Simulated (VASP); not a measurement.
# SnO2 (R3m) in VASP: a series of runs, part 2 of 2

VASP 6.6.1. Earlier steps stand in the parts before.

**3. Single point, PBEsol (volume 13.664 Å^3 an atom, c/a of the conventional cell 1.8269)**

Contents of INCAR:

```
SYSTEM = SnO2
  PREC = Accurate
  ENCUT = 520
  EDIFF = 1E-6
  ISMEAR = 0
  SIGMA = 0.05
  LREAL = .FALSE.
  LASPH = .TRUE.
  NELM = 60
  ALGO = Normal
  ISIF = 2
  LWAVE = .FALSE.
  LCHARG = .FALSE.
  GGA = PS
  NBANDS = 64
```

Contents of KPOINTS:

```
Automatic mesh
0
G
  6 6 6
  0 0 0
```

Contents of POSCAR:

```
SnO2
1.0
    3.3872583332      1.9556345105      4.1254548325
   -3.3872583332      1.9556345105      4.1254548325
    0.0000000000     -3.9112690209      4.1254548326
Sn O
4 8
Direct
    0.8646807174      0.8646807174      0.8646807174
    0.3648245829      0.3648245829      0.8648190111
    0.3648245829      0.8648190111      0.3648245829
    0.8648190111      0.3648245829      0.3648245829
    0.1235003534      0.6233501671      0.6233501671
    0.6233501671      0.1235003534      0.6233501671
    0.6233501671      0.6233501671      0.1235003534
    0.6062113146      0.6062113146      0.6062113146
    0.1234715296      0.1234715296      0.1234715296
    0.1060883083      0.1060883083      0.6062369573
    0.1060883083      0.6062369573      0.1060883083
    0.6062369573      0.1060883083      0.1060883083
```

Potentials or basis: VASP PAW PBE potentials, release 64 (Sn_d, O).

On the command line:

```
cat potpaw_PBE.64/Sn_d/POTCAR potpaw_PBE.64/O/POTCAR > POTCAR
mpirun -np 1 vasp_std > vasp.out
```

OUTCAR:

```text
SYSTEM = SnO2
   PREC = Accurate
   ENCUT = 520
   EDIFF = 1E-6
   ISMEAR = 0
   LREAL = .FALSE.
   LASPH = .TRUE.
   NELM = 60
   ISIF = 2
   GGA = PS

 ion  position               nearest neighbor table
   1  0.865  0.865  0.865-  10 2.16  11 2.16  12 2.16   7 2.16   5 2.16   6 2.16   3 3.39   4 3.39
                             3 3.39   4 3.39   2 3.39   2 3.39
   2  0.365  0.365  0.865-   9 2.16  11 2.16  12 2.16   6 2.16   5 2.16   8 2.16   3 3.39   4 3.39
                             1 3.39   1 3.39   4 3.39   3 3.39
   3  0.365  0.865  0.365-   9 2.16  12 2.16  10 2.16   5 2.16   7 2.16   8 2.16   2 3.39   4 3.39
                             1 3.39   1 3.39   2 3.39   4 3.39
   4  0.865  0.365  0.365-   9 2.16  11 2.16  10 2.16   6 2.16   7 2.16   8 2.16   2 3.39   3 3.39
[... 1844 lines left out ...]
  volume of cell :      163.97
      direct lattice vectors                 reciprocal lattice vectors
     3.387258333  1.955634510  4.125454833     0.147612007  0.085223832  0.080799172
    -3.387258333  1.955634510  4.125454833    -0.147612007  0.085223832  0.080799172
     0.000000000 -3.911269021  4.125454833     0.000000000 -0.170447664  0.080799172

 POSITION                                       TOTAL-FORCE (eV/Angst)
 -----------------------------------------------------------------------------------
      0.00000      0.00000     10.70160         0.000000      0.000000      0.002410
      0.00000     -1.95561      6.57791         0.000000     -0.001559     -0.000668
     -1.69361      0.97781      6.57791        -0.001350      0.000779     -0.000668
      1.69361      0.97781      6.57791         0.001350      0.000779     -0.000668
     -1.69312     -0.97752      5.65270        -0.000918     -0.000530      0.132339
      1.69312     -0.97752      5.65270         0.000918     -0.000530      0.132339
      0.00000      1.95505      5.65270         0.000000      0.001060      0.132339
      0.00000      0.00000      7.50269         0.000000     -0.000000     -0.132120
      0.00000      0.00000      1.52813         0.000000      0.000000      0.133426
      0.00000     -1.95622      3.37633         0.000000      0.000899     -0.132909
     -1.69413      0.97811      3.37633         0.000779     -0.000450     -0.132909
      1.69413      0.97811      3.37633        -0.000779     -0.000450     -0.132909
 -----------------------------------------------------------------------------------
    total drift:                                0.000000      0.000000      0.002877

  FREE ENERGIE OF THE ION-ELECTRON SYSTEM (eV)
  ---------------------------------------------------
  free  energy   TOTEN  =       -76.5301353725 eV

  energy  without entropy=      -76.5301353725  energy(sigma->0) =      -76.53013537
```

OSZICAR:

```text
N       E                     dE             d eps       ncg     rms          rms(c)
DAV:   1     0.157557053246E+04    0.15756E+04   -0.48449E+04  4744   0.248E+03
DAV:   2     0.258506501216E+03   -0.13171E+04   -0.12520E+04  4304   0.785E+02
DAV:   3    -0.588130226460E+02   -0.31732E+03   -0.30809E+03  4544   0.274E+02
DAV:   4    -0.862878010306E+02   -0.27475E+02   -0.27128E+02  5008   0.893E+01
DAV:   5    -0.871265717989E+02   -0.83877E+00   -0.83644E+00  4704   0.165E+01    0.193E+01
DAV:   6    -0.765230527393E+02    0.10604E+02   -0.38148E+01  6264   0.689E+01    0.749E+00
DAV:   7    -0.766550184653E+02   -0.13197E+00   -0.44559E+00  4512   0.862E+00    0.430E+00
DAV:   8    -0.765710144404E+02    0.84004E-01   -0.82710E-01  5768   0.507E+00    0.131E+00
DAV:   9    -0.765271665195E+02    0.43848E-01   -0.21207E-01  5832   0.383E+00    0.214E-01
DAV:  10    -0.765297150831E+02   -0.25486E-02   -0.20782E-02  5376   0.109E+00    0.118E-01
DAV:  11    -0.765300688497E+02   -0.35377E-03   -0.15025E-03  5848   0.286E-01    0.524E-02
DAV:  12    -0.765301430909E+02   -0.74241E-04   -0.14647E-04  5088   0.622E-02    0.369E-02
DAV:  13    -0.765301347019E+02    0.83890E-05   -0.62768E-05  5264   0.454E-02    0.757E-03
DAV:  14    -0.765301353725E+02   -0.67057E-06   -0.58720E-06  4688   0.116E-02
   1 F= -.76530135E+02 E0= -.76530135E+02  d E =-.190471E-15
```

stdout:

```text
POSCAR found type information on POSCAR SnO
 POSCAR found :  2 types and      12 ions
 scaLAPACK will be used
 -----------------------------------------------------------------------------
|                                                                             |
|                                                                             |
|     You enforced a specific xc type in the INCAR file but a different       |
|     I HOPE YOU KNOW WHAT YOU ARE DOING!                                     |
|                                                                             |
 -----------------------------------------------------------------------------

 LDA part: xc-table for (Slater+PW92), standard interpolation
 POSCAR, INCAR and KPOINTS ok, starting setup
 FFT: planning ... GRIDC
 FFT: planning ... GRID_SOFT
 FFT: planning ... GRID
 WAVECAR not read
 entering main loop
```

Wall time 8.5 min (1 thread of Oxide Virtual Turin-like, shared host); peak memory 0.35 GiB.

What came out:

- Free energy: -76.5301 eV
- Pressure: -12.0 GPa
- Largest force: 0.133 eV/Å
- Band gap on the k mesh: 0.60 eV

Forces in eV/Å, atoms in the order of the input:
```
Sn   0.000  0.000  0.002
Sn   0.000 -0.002 -0.001
Sn  -0.001  0.001 -0.001
Sn   0.001  0.001 -0.001
O   -0.001 -0.001  0.132
O    0.001 -0.001  0.132
O    0.000  0.001  0.132
O    0.000  0.000 -0.132
O    0.000  0.000  0.133
O    0.000  0.001 -0.133
O    0.001  0.000 -0.133
O   -0.001  0.000 -0.133
```

Levels at points of the mesh, in eV from the valence-band top:
| k point | band 48 | band 49 | band 50 | band 51 | band 52 | band 53 | band 54 | band 55 | band 56 | band 57 |
| --- | --- | --- | --- | --- | --- | --- | --- | --- | --- | --- |
| (0.00, 0.00, 0.00) | -0.58 | -0.09 | -0.09 | -0.09 | 0.00 | 0.60 | 3.99 | 3.99 | 3.99 | 4.89 |
| (0.50, 0.00, 0.00) | -0.43 | -0.27 | -0.27 | -0.09 | -0.09 | 3.15 | 3.16 | 4.64 | 4.64 | 5.76 |
| (0.50, 0.50, 0.00) | -1.01 | -0.47 | -0.47 | -0.17 | -0.17 | 3.66 | 3.66 | 4.60 | 4.60 | 6.53 |
| (0.50, 0.50, 0.50) | -1.14 | -1.14 | -1.03 | -1.03 | -1.03 | 2.81 | 4.52 | 4.52 | 4.52 | 5.35 |

Caveat: the PAW data sets were made with another functional, which shifts forces and pressure a little; spin-orbit coupling is left out, which moves the levels of the heavy elements.

**4. Single point, PBEsol (volume 13.664 Å^3 an atom, c/a of the conventional cell 2.0625)**

Contents of INCAR:

```
PREC = Accurate
ENCUT = 520
EDIFF = 1E-6
ISMEAR = 0
SIGMA = 0.05
LREAL = F
LASPH = T
NELM = 60
ALGO = Normal
ISIF = 2
LWAVE = F
LCHARG = F
GGA = PS
NBANDS = 64
```

Contents of KPOINTS:

```
Automatic mesh
0
Gamma
  6 6 6
```

POSCAR, as its differences from that of step 3:

```diff
@@ -2,5 +2,5 @@
 1.0
-    3.3872583332      1.9556345105      4.1254548325
-   -3.3872583332      1.9556345105      4.1254548325
-    0.0000000000     -3.9112690209      4.1254548326
+    3.2530294735      1.8781374422      4.4729338975
+   -3.2530294735      1.8781374422      4.4729338975
+    0.0000000000     -3.7562748844      4.4729338975
 Sn O
```

On the command line:

```
cat potpaw_PBE.64/Sn_d/POTCAR potpaw_PBE.64/O/POTCAR > POTCAR
mpirun -np 1 vasp_std > vasp.out
```

It took 11 min on 1 thread of Oxide Virtual Turin-like, shared host; peak memory 0.41 GiB.

It converged, with:

- Free energy: -77.2105 eV
- Pressure: -5.3 GPa
- Largest force: 0.344 eV/Å
- Band gap on the k mesh: 1.51 eV

Forces on the atoms (eV/Å):
```
Sn   0.000  0.000  0.003
Sn   0.000  0.000 -0.001
Sn   0.000  0.000 -0.001
Sn   0.000  0.000 -0.001
O   -0.001 -0.001  0.343
O    0.001 -0.001  0.343
O    0.000  0.001  0.343
O    0.000  0.000 -0.344
O    0.000  0.000  0.341
O    0.000  0.001 -0.342
O    0.001  0.000 -0.342
O   -0.001  0.000 -0.342
```

Stress tensor (GPa, compression positive):
```
-6.30  0.00  0.00
 0.00 -6.30  0.00
 0.00  0.00 -3.44
```

Levels at points of the mesh, in eV from the valence-band top:
| k point | band 50 | band 51 | band 52 | band 53 | band 54 | band 55 |
| --- | --- | --- | --- | --- | --- | --- |
| (0.00, 0.00, 0.00) | -0.03 | -0.03 | -0.02 | 1.51 | 4.69 | 4.69 |
| (0.50, 0.00, 0.00) | -0.38 | -0.05 | -0.05 | 3.96 | 3.96 | 5.40 |
| (0.50, 0.50, 0.00) | -0.51 | -0.11 | -0.11 | 4.31 | 4.31 | 5.41 |
| (0.50, 0.50, 0.50) | -0.81 | -0.81 | -0.81 | 3.21 | 5.10 | 5.10 |

Caveat: the PAW data sets were made with another functional, which shifts forces and pressure a little; spin-orbit coupling is left out, which moves the levels of the heavy elements.

**5. Single point, PBEsol (volume 12.087 Å^3 an atom, c/a of the conventional cell 1.7193)**

INCAR, as its differences from that of step 4:

```diff
@@ -7,3 +7,3 @@
 LASPH = T
-NELM = 60
+NELM = 80
 ALGO = Normal
```

KPOINTS is that of step 4.

POSCAR, as its differences from that of step 4:

```diff
@@ -2,5 +2,5 @@
 1.0
-    3.2530294735      1.8781374422      4.4729338975
-   -3.2530294735      1.8781374422      4.4729338975
-    0.0000000000     -3.7562748844      4.4729338975
+    3.3180499046      1.9156770056      3.8031488006
+   -3.3180499046      1.9156770056      3.8031488006
+    0.0000000000     -3.8313540111      3.8031488006
 Sn O
```

On the command line:

```
cat potpaw_PBE.64/Sn_d/POTCAR potpaw_PBE.64/O/POTCAR > POTCAR
mpirun -np 1 vasp_std > vasp.out
```

Run time: 5.5 min. Hardware: 1 thread of Oxide Virtual Turin-like, shared host; peak memory 0.32 GiB.

The run converged. Its results:

* Free energy: -76.7632 eV
* Pressure: 2.9 GPa
* Largest force: 0.985 eV/Å
* Band gap on the k mesh: 1.11 eV

Forces on the atoms (eV/Å):
```
Sn   0.000  0.000 -0.001
Sn   0.000 -0.003  0.000
Sn  -0.002  0.001  0.000
Sn   0.002  0.001  0.000
O    0.000  0.000 -0.983
O    0.000  0.000 -0.983
O    0.000  0.000 -0.983
O    0.000  0.000  0.985
O    0.000  0.000 -0.980
O    0.000  0.000  0.982
O    0.000  0.000  0.982
O    0.000  0.000  0.982
```

Stress tensor (GPa, compression positive):
```
1.14 0.00 0.00
0.00 1.14 0.00
0.00 0.00 6.55
```

Levels at points of the mesh, in eV from the valence-band top:
| k point | band 48 | band 49 | band 50 | band 51 | band 52 | band 53 | band 54 | band 55 | band 56 | band 57 |
| --- | --- | --- | --- | --- | --- | --- | --- | --- | --- | --- |
| (0.00, 0.00, 0.00) | -0.42 | 0.00 | 0.00 | 0.00 | 0.00 | 1.11 | 4.60 | 4.60 | 4.60 | 5.22 |
| (0.50, 0.00, 0.00) | -0.40 | -0.10 | -0.10 | -0.07 | -0.07 | 3.86 | 3.86 | 5.48 | 5.48 | 6.08 |
| (0.50, 0.50, 0.00) | -1.05 | -0.43 | -0.43 | -0.11 | -0.11 | 4.51 | 4.51 | 5.42 | 5.42 | 7.19 |
| (0.50, 0.50, 0.50) | -1.42 | -1.42 | -1.09 | -1.09 | -1.09 | 3.70 | 5.46 | 5.46 | 5.46 | 6.22 |

Caveat: the PAW data sets were made with another functional, which shifts forces and pressure a little; spin-orbit coupling is left out, which moves the levels of the heavy elements.

**6. Single point, PBEsol (volume 12.087 Å^3 an atom, c/a of the conventional cell 2.0625)**

Contents of INCAR:

```
  ALGO = Normal
  EDIFF = 1E-6
  ENCUT = 520
  GGA = PS
  ISIF = 2
  ISMEAR = 0
  LASPH = T
  LCHARG = F
  LREAL = F
  LWAVE = F
  NBANDS = 64
  NELM = 60
  PREC = Accurate
  SIGMA = 0.05
```

Contents of KPOINTS:

```
k-points
0
Gamma
  6 6 6
```

POSCAR, as its differences from that of step 5:

```diff
@@ -2,5 +2,5 @@
 1.0
-    3.3180499046      1.9156770056      3.8031488006
-   -3.3180499046      1.9156770056      3.8031488006
-    0.0000000000     -3.8313540111      3.8031488006
+    3.1227332515      1.8029108834      4.2937758564
+   -3.1227332515      1.8029108834      4.2937758564
+    0.0000000000     -3.6058217667      4.2937758564
 Sn O
```

Potentials or basis: VASP PAW PBE potentials, release 64 (Sn_d, O).

On the command line:

```
cat potpaw_PBE.64/Sn_d/POTCAR potpaw_PBE.64/O/POTCAR > POTCAR
mpirun -np 1 vasp_std > vasp.out
```

Run time: 6.2 min. Hardware: 1 thread of Oxide Virtual Turin-like, shared host; peak memory 0.35 GiB.

Results (log left out):

```yaml
Free_energy: -76.5902 eV
Pressure: 18.0 GPa
Largest_force: 1.117 eV/Å
Band_gap_on_the_k_mesh: 2.41 eV
```

Forces in eV/Å, atoms in the order of the input:
```
Sn   0.000  0.000  0.000
Sn   0.000  0.000  0.000
Sn   0.000  0.000  0.000
Sn   0.000  0.000  0.000
O    0.000  0.000 -1.114
O    0.000  0.000 -1.114
O    0.000  0.000 -1.114
O    0.000  0.000  1.113
O    0.000  0.000 -1.117
O    0.000  0.000  1.115
O    0.000  0.000  1.115
O    0.000  0.000  1.115
```

Stress tensor (GPa, compression positive):
```
21.63  0.00  0.00
 0.00 21.63  0.00
 0.00  0.00 10.79
```

Levels at points of the mesh, in eV from the valence-band top:
| k point | band 48 | band 49 | band 50 | band 51 | band 52 | band 53 | band 54 | band 55 | band 56 | band 57 |
| --- | --- | --- | --- | --- | --- | --- | --- | --- | --- | --- |
| (0.00, 0.00, 0.00) | -0.46 | -0.12 | 0.00 | 0.00 | 0.00 | 2.41 | 5.76 | 5.76 | 5.76 | 5.90 |
| (0.50, 0.00, 0.00) | -0.50 | -0.38 | -0.38 | -0.09 | -0.09 | 5.08 | 5.08 | 6.75 | 6.75 | 7.18 |
| (0.50, 0.50, 0.00) | -0.77 | -0.61 | -0.61 | -0.10 | -0.10 | 5.50 | 5.50 | 6.73 | 6.73 | 7.97 |
| (0.50, 0.50, 0.50) | -0.96 | -0.96 | -0.80 | -0.80 | -0.80 | 4.22 | 6.25 | 6.35 | 6.35 | 6.35 |

Caveat: the PAW data sets were made with another functional, which shifts forces and pressure a little; spin-orbit coupling is left out, which moves the levels of the heavy elements.

**7. Summary**

| cell | gap on the mesh (eV) | pressure (GPa) | largest force (eV/Å) |
| --- | --- | --- | --- |
| a = 5.937 Å, angles 65.0°, 12 atoms | 1.94 | -1.8 | 0.50 |
| a = 5.685 Å, angles 73.1°, 12 atoms | 0.60 | -12.0 | 0.13 |
| a = 5.841 Å, angles 67.7°, 12 atoms | 1.51 | -5.3 | 0.34 |
| a = 5.398 Å, angles 75.9°, 12 atoms | 1.11 | 2.9 | 0.98 |
| a = 5.607 Å, angles 67.7°, 12 atoms | 2.41 | 18.0 | 1.12 |

Alike in all rows: task single point; level PBEsol; potentials or basis VASP PAW PBE potentials, release 64 (Sn_d, O); no spin polarisation; k mesh 6 × 6 × 6; cutoff (eV) 520; smearing gaussian 0.05 eV.

Caveats: the PAW data sets were made with another functional, which shifts forces and pressure a little; spin-orbit coupling is left out, which moves the levels of the heavy elements.

Absolute energies hang on the potentials; compare differences alone.
